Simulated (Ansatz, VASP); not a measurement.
One calculation of BN, two programs

File INCAR:

```
SYSTEM = BN
PREC     = Accurate       ! precision mode
ENCUT    = 520            ! plane-wave cutoff, eV
EDIFF    = 1E-7           ! SCF threshold, eV
ISMEAR   = 0              ! smearing method
SIGMA    = 0.02           ! smearing width, eV
LREAL    = .False.        ! projectors in reciprocal space
LASPH    = .True.         ! aspherical terms in the spheres
NELM     = 60             ! most SCF steps
ALGO     = Normal         ! electronic algorithm
ISIF     = 2              ! what is computed and relaxed
LWAVE    = .False.        ! write WAVECAR
LCHARG   = .True.         ! write CHGCAR
GGA      = PE             ! functional
IVDW     = 12             ! dispersion correction
LELF     = .True.         ! ELF
LVHAR    = .True.       
NBANDS   = 11             ! bands
```

File KPOINTS:

```
regular mesh
0
Gamma
  12 12 12
  0 0 0
```

File POSCAR:

```
BN
1.0
    2.4956025575      0.0019051514     -0.2293000856
   -1.2388455253      2.1664035948      0.2292847848
   -0.9294715199     -0.9096165076      3.3482244780
B N
1 1
Direct
    0.9910416142      0.9914239448     -0.0061484409
    0.6571073858      0.3244600552      0.9929534409
```

Input for Ansatz:

```yaml
crystal:
  lattice:
    - [2.4956025575, 0.0019051514, -0.2293000856]
    - [-1.2388455253, 2.1664035948, 0.2292847848]
    - [-0.9294715199, -0.9096165076, 3.348224478]
  atoms:
    - { symbol: B, position: [0.9910416142, 0.9914239448, -0.0061484409] }
    - { symbol: "N", position: [0.6571073858, 0.3244600552, 0.9929534409] }
basis:
  ecutwfc: 420
kpoints:
  mp_grid: { grid: [12, 12, 12] }
hamiltonian:
  xc: pbe
  dispersion: d3bj
scf:
  occupations: { method: gaussian, width: 0.02 }
  n_extra_bands: 12
output:
  forces: false
  stress: false
  eigenvalues: true
  optics: { e_range: [0, 14], sigma: 0.1, nscf_kmesh: { grid: [18, 18, 18] } }
checkpoint:
  read: start.run
  write: ck
  compress: false
  write_wavefunctions: false
  write_every: 100000
```

Alike in both runs: task single point; functional PBE; dispersion D3(BJ); k mesh 12 × 12 × 12; occupations gaussian, width 0.02 eV; no spin polarisation.

|  | VASP | Ansatz |
| --- | --- | --- |
| version | VASP 6.6.1 | Ansatz 0.2.0 |
| potentials or method | VASP PAW PBE potentials, release 64 (B, N), cutoff 520 eV | scalar-relativistic, plane waves, PAW |
| valence electrons in the cell | 8 | 8 |

|  | VASP | Ansatz | Ansatz less VASP |
| --- | --- | --- | --- |
| gap on the k mesh at the Fermi level (eV) | 4.19 | 4.20 | +0.007 |
| least direct gap on the mesh (eV) | 4.68 | 4.68 | +0.003 |
